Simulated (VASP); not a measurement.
# Mg (P6/mmm) in VASP: a series of runs

Mg is run at these levels: PBE; tasks: single point, relaxation of cell and atoms.

All numbers are computed with VASP 6.6.1; they aren't measurements. Logs are shortened: lines on timing, memory, paths and dates and some standing lists are left out, and cuts for length are marked.

## 1. The cell of the first run

Symmetry: P6/mmm, No. 191, hexagonal system. The conventional cell has a = 5.159 Å, b = 5.159 Å, c = 2.938 Å, α = 90.00°, β = 90.00°, γ = 120.00°. Mg (site symmetry -6m2) has 5 Mg at 2.94 to 2.98 Å within 3.9 Å.

## 2. Single point, PBE

File INCAR:

```
SYSTEM = Mg
PREC     = Accurate       ! precision mode
ENCUT    = 520            ! plane-wave cutoff, eV
EDIFF    = 1E-6           ! SCF threshold, eV
ISMEAR   = 0              ! smearing method
SIGMA    = 0.1            ! smearing width, eV
LREAL    = .FALSE.        ! projectors in reciprocal space
LASPH    = .TRUE.         ! aspherical terms in the spheres
NELM     = 100            ! most SCF steps
ALGO     = Fast           ! electronic algorithm
ISIF     = 2              ! what is computed and relaxed
LWAVE    = .FALSE.        ! write WAVECAR
LCHARG   = .FALSE.        ! write CHGCAR
GGA      = PE             ! functional
NBANDS   = 9              ! bands
```

File KPOINTS:

```
Automatic mesh
0
G
  6 6 6
  0 0 0
```

File POSCAR:

```
Mg
1.0
    5.1592029399      0.0000000000      0.0000000000
   -2.5796014699      4.4680008092      0.0000000000
    0.0000000000      0.0000000000      2.9380421076
Mg
2
Direct
    0.3333333333      0.6666666667      0.0000000000
    0.6666666667      0.3333333333      0.0000000000
```

Potentials or basis: VASP PAW PBE potentials, release 64 (Mg).

Launch:

```
cat potpaw_PBE.64/Mg/POTCAR > POTCAR
mpirun -np 1 vasp_std > vasp.out
```

OUTCAR:

```text
SYSTEM = Mg
   PREC = Accurate
   ENCUT = 520
   EDIFF = 1E-6
   ISMEAR = 0
   LREAL = .FALSE.
   LASPH = .TRUE.
   NELM = 100
   ISIF = 2
   GGA = PE

 ion  position               nearest neighbor table
   1  0.333  0.667  0.000-   2 2.98   2 2.98   2 2.98
   2  0.667  0.333  0.000-   1 2.98   1 2.98   1 2.98

  LATTYP: Found a hexagonal cell.
 ALAT       =     5.1592029399
 C/A-ratio  =     0.5694759717

  Lattice vectors:

 A1 = (   5.1592029399,   0.0000000000,   0.0000000000)
 A2 = (  -2.5796014699,   4.4680008092,   0.0000000000)
 A3 = (   0.0000000000,   0.0000000000,   2.9380421076)

Analysis of symmetry for initial positions (statically):
=====================================================================
 Subroutine PRICEL returns:
 Original cell was already a primitive cell.

 Routine SETGRP: Setting up the symmetry group for a
 hexagonal supercell.

 Subroutine GETGRP returns: Found 24 space group operations
 (whereof 24 operations were pure point group operations)
 out of a pool of 24 trial point group operations.

The static configuration has the point symmetry D_6h.

Analysis of symmetry for dynamics (positions and initial velocities):
=====================================================================
 Subroutine PRICEL returns:
 Original cell was already a primitive cell.

 Routine SETGRP: Setting up the symmetry group for a
 hexagonal supercell.

 Subroutine GETGRP returns: Found 24 space group operations
 (whereof 24 operations were pure point group operations)
 out of a pool of 24 trial point group operations.

The dynamic configuration has the point symmetry D_6h.

 Subroutine INISYM returns: Found 24 space group operations
 (whereof 24 operations are pure point group operations),
 and found     1 'primitive' translations

----------------------------------------------------------------------------------------

                                     Primitive cell

  volume of cell :      67.7258

  direct lattice vectors                    reciprocal lattice vectors
     5.159202940  0.000000000  0.000000000     0.193828390  0.111906873  0.000000000
    -2.579601470  4.468000809  0.000000000     0.000000000  0.223813746  0.000000000
     0.000000000  0.000000000  2.938042108     0.000000000  0.000000000  0.340362719

  length of vectors
     5.159202940  5.159202940  2.938042108     0.223813746  0.223813746  0.340362719

  position of ions in fractional coordinates (direct lattice)
     0.333333333  0.666666667  0.000000000
     0.666666667  0.333333333  0.000000000

  ion indices of the primitive-cell ions
   primitive index   ion index
                 1           1
                 2           2
[... 76 lines left out ...]
   IBRION =     -1    ionic relax: 0-MD 1-quasi-New 2-CG
   NFREE  =      0    steps in history (QN), initial steepest desc. (CG)
   ISIF   =      2    stress and relaxation
   ISYM   =      2    0-nonsym 1-usesym 2-fastsym
   POTIM  = 0.5000    time-step for ionic-motion
   TEBEG  =    0.0;   TEEND  =   0.0 temperature during run
   PSTRESS=    0.0 pullay stress
   NELECT =       4.0000    total number of electrons
   NUPDOWN=      -1.0000    fix difference up-down
   EMIN   =  10.00;   EMAX   =-10.00  energy-range for DOS
   EFERMI =   0.00;   METHOD = LEGACY
   ISMEAR =     0;   SIGMA  =   0.10  broadening in eV -4-tet -1-fermi 0-gaus
   EFERMI_NEDOS =   21; number of points for ismear=-14 and -15
   IALGO  =     68    algorithm
   IMIX   =      4    mixing-type and parameters
     AMIX     =   0.40;   BMIX     =  1.00
     AMIX_MAG =   1.60;   BMIX_MAG =  1.00
  volume/ion in A,a.u.               =      33.86       228.52
  Fermi-wavevector in a.u.,A,eV,Ry     =   0.637544  1.204784  5.530257  0.406462
  Thomas-Fermi vector in A             =   1.702586
   LORBIT       =      0    0 simple, 1 ext, 2 COOP (PROOUT), +10 PAW based schemes
   GGA     = PE    functional components
   LHFCALC =     F    Hartree Fock is set to
   AEXX    =    0.0000 exact exchange contribution
   IVDW    =     0    specifies the selected vdW correction
   LEPSILON=     F    determine dielectric tensor
   LRPA    =     F    only Hartree local field effects (RPA)
 non-spin polarized calculation
 RMM-DIIS sequential band-by-band and
 Gauss-broadening in eV      SIGMA  =   0.10
  energy-cutoff  :      520.00
  volume of cell :       67.73
 maximum number of plane-waves:      1847
 NGX is ok and might be reduce to    40
   NGX = 19   NGY = 19   NGZ = 11

 number of electron       4.0000000 magnetization

 Free energy of the ion-electron system (eV)
  ---------------------------------------------------
  ext. energy  EPLUGINS =         0.00000000
  ---------------------------------------------------
  free energy    TOTEN  =        -1.86394165 eV

  energy without entropy =       -1.85910243  energy(sigma->0) =       -1.86152204

 E-fermi :   0.5655     XC(G=0):  -7.1325

 val. band max:        0.5487171935   @ k =   0.5000   0.0000   0.5000
 cond. band min:       0.6772818506   @ k =   0.3333   0.0000   0.0000
 fundamental gap:      0.1285646570
 Fermi energy:         0.5654652283

 k-point     1 :       0.0000    0.0000    0.0000
  band No.  band energies     occupation
      1      -4.8562      2.00000
      2       1.4565      0.00000
      3       1.4565      0.00000
      4       1.9391      0.00000
      5       3.5093      0.00000
      6       3.5093      0.00000
      7       5.6972      0.00000
      8      11.0536      0.00000
      9      11.6587      0.00000
[... 265 lines left out ...]
 k-point    24 :       0.3333    0.0000    0.5000
  band No.  band energies     occupation
      1       0.0578      2.00000
      2       0.1770      2.00000
      3       2.3654      0.00000
      4       2.5820      0.00000
      5       4.2095      0.00000
      6       5.2743      0.00000
      7       6.2452      0.00000
      8       6.4650      0.00000
      9       9.2367      0.00000

 [... further k-points ...]
[... 5 lines left out ...]
  --------------------------------------------------------------------------------------
  -------------------------------------------------------------------------------------
  Total        0.1101083      0.1101083      0.0592357      0.0000000      0.0000000      0.0000000
  in kB        2.6048140      2.6048140      1.4013297      0.0000000      0.0000000      0.0000000
  external PRESSURE =       2.2036525 kB  Pullay stress =       0.0000000 kB

 VOLUME and BASIS-vectors are now :
 -----------------------------------------------------------------------------
  energy-cutoff  :      520.00
  volume of cell :       67.73
      direct lattice vectors                 reciprocal lattice vectors
     5.159202940  0.000000000  0.000000000     0.193828390  0.111906873  0.000000000
    -2.579601470  4.468000809  0.000000000     0.000000000  0.223813746  0.000000000
     0.000000000  0.000000000  2.938042108     0.000000000  0.000000000  0.340362719

 POSITION                                       TOTAL-FORCE (eV/Angst)
 -----------------------------------------------------------------------------------
     -0.00000      2.97867      0.00000         0.000000      0.000000      0.000000
      2.57960      1.48933      0.00000        -0.000000      0.000000      0.000000
 -----------------------------------------------------------------------------------
    total drift:                               -0.000000      0.000000      0.000000

  FREE ENERGIE OF THE ION-ELECTRON SYSTEM (eV)
  ---------------------------------------------------
  free  energy   TOTEN  =        -1.8639416510 eV

  energy  without entropy=       -1.8591024346  energy(sigma->0) =       -1.86152204
```

OSZICAR:

```text
N       E                     dE             d eps       ncg     rms          rms(c)
DAV:   1     0.113654717479E+01    0.11365E+01   -0.11848E+03   504   0.296E+02
DAV:   2    -0.182819302382E+01   -0.29647E+01   -0.28876E+01   668   0.273E+01
DAV:   3    -0.187240968254E+01   -0.44217E-01   -0.44170E-01   670   0.288E+00
DAV:   4    -0.187255681234E+01   -0.14713E-03   -0.14712E-03   635   0.169E-01
DAV:   5    -0.187255774179E+01   -0.92945E-06   -0.92938E-06   703   0.128E-02    0.832E-01
RMM:   6    -0.186848352356E+01    0.40742E-02   -0.11364E-03   512   0.191E-01    0.534E-01
RMM:   7    -0.186388236240E+01    0.46012E-02   -0.46568E-03   525   0.371E-01    0.400E-02
RMM:   8    -0.186393787985E+01   -0.55517E-04   -0.17848E-04   556   0.620E-02    0.164E-02
RMM:   9    -0.186394177322E+01   -0.38934E-05   -0.34790E-05   566   0.312E-02    0.238E-03
RMM:  10    -0.186394165096E+01    0.12225E-06   -0.35135E-06   548   0.972E-03
   1 F= -.18639417E+01 E0= -.18615220E+01  d E =-.483922E-02
```

stdout:

```text
POSCAR found type information on POSCAR Mg
 POSCAR found :  1 types and       2 ions
 scaLAPACK will be used
 LDA part: xc-table for (Slater+PW92), standard interpolation
 POSCAR, INCAR and KPOINTS ok, starting setup
 FFT: planning ... GRIDC
 FFT: planning ... GRID_SOFT
 FFT: planning ... GRID
 WAVECAR not read
 entering main loop
```

It took 21 s on 1 thread of AMD EPYC 7R43 (Zen 3), shared host; peak memory 0.14 GiB.

What came out:

- Free energy: -1.8639 eV
- Pressure: 0.2 GPa
- Band gap on the k mesh: zero (band 2 reaches 2.58 eV, above the bottom of band 3 at -0.80 eV)

## 3. Relaxation of cell and atoms, PBE

This run uses another cell than the first one, of 23.84 Å³/atom, 0.704 times its volume.

File INCAR:

```
SYSTEM = Mg
PREC     = Accurate       ! precision mode
ENCUT    = 600            ! plane-wave cutoff, eV
EDIFF    = 1E-6           ! SCF threshold, eV
ISMEAR   = 0              ! smearing method
SIGMA    = 0.1            ! smearing width, eV
LREAL    = .FALSE.        ! projectors in reciprocal space
LASPH    = .TRUE.         ! aspherical terms in the spheres
NELM     = 100            ! most SCF steps
ALGO     = Normal         ! electronic algorithm
ISIF     = 3              ! what is computed and relaxed
LWAVE    = .FALSE.        ! write WAVECAR
LCHARG   = .FALSE.        ! write CHGCAR
GGA      = PE             ! functional
IBRION   = 2              ! ionic algorithm
NSW      = 90             ! ionic steps
EDIFFG   = -0.04          ! ionic threshold
```

File KPOINTS:

```
regular mesh
0
G
  6 6 6
  0 0 0
```

File POSCAR:

```
Mg
1.0
    4.4948588000      0.0000000000      0.0000000000
   -2.2474294000      3.8926619100      0.0000000000
    0.0000000000      0.0000000000      2.7245897600
Mg
2
Direct
    0.3333333300      0.6666666700      0.0000000000
    0.6666666700      0.3333333300      0.0000000000
```

Potentials or basis: VASP PAW PBE potentials, release 64 (Mg).

Launch:

```
cat potpaw_PBE.64/Mg/POTCAR > POTCAR
mpirun -np 1 vasp_std > vasp.out
```

It took 58 s on 1 thread of AMD EPYC 7R43 (Zen 3), shared host; peak memory 0.14 GiB.

The run converged. Its results:

* Free energy: -1.8644 eV
* Relaxed volume: 34.39 Å³/atom
* Relaxed cell: a = 5.186 Å, b = 5.186 Å, c = 2.953 Å, α = 90.00°, β = 90.00°, γ = 120.00°
* Space group after relaxing (to 0.05 Å): P6/mmm (No. 191)
* Energy gained by relaxing: 299.7 meV/atom
* Ionic steps: 8
* Pressure after relaxing: 0.0 GPa
* Band gap on the k mesh: zero (band 2 reaches 2.50 eV, above the bottom of band 3 at -0.83 eV)

Stress tensor (GPa, compression positive):
```
 0.02  0.00  0.00
 0.00  0.02  0.00
 0.00  0.00 -0.17
```

Step by step:
| step | energy change (eV) | largest force (eV/Å) | pressure (GPa) | volume (Å³) |
| --- | --- | --- | --- | --- |
| 1 | 0.0000 | 0.0000 | 11.72 | 47.67 |
| 2 | -0.5372 | 0.0000 | 2.49 | 60.72 |
| 3 | -0.5915 | 0.0000 | 0.59 | 66.26 |
| 4 | -0.5969 | 0.0000 | 0.04 | 68.53 |
| 5 | -0.5970 | 0.0000 | -0.06 | 69.01 |
| 6 | -0.5985 | 0.0000 | -0.06 | 68.89 |
| 7 | -0.5974 | 0.0000 | 0.12 | 68.53 |
| 8 | -0.5994 | 0.0000 | -0.04 | 68.78 |

Final structure:
```
CELL_PARAMETERS angstrom
5.18596 0.00000 0.00000
-2.59298 4.49117 0.00000
0.00000 0.00000 2.95293
ATOMIC_POSITIONS crystal
Mg 0.33333 0.66667 0.00000
Mg 0.66667 0.33333 0.00000
```

Levels at points of the mesh, in eV from the Fermi level:
```
           k point  band 1  band 2  band 3  band 4  band 5  band 6
(0.00, 0.00, 0.00)   -5.37    0.88    0.88    1.32    2.93    2.93
(0.50, 0.00, 0.00)   -4.08   -3.08   -0.04    1.31    7.24    7.30
(0.00, 0.00, 0.50)   -1.15   -1.15    4.06    4.29    4.29    5.48
(0.50, 0.00, 0.50)   -0.01    0.21    1.01    1.04    3.45    4.53
```

Caveat: the k points lie up to 0.35 Å⁻¹ apart in the final cell; the volume moved by over 15 % at a fixed basis, so the end points are rough.
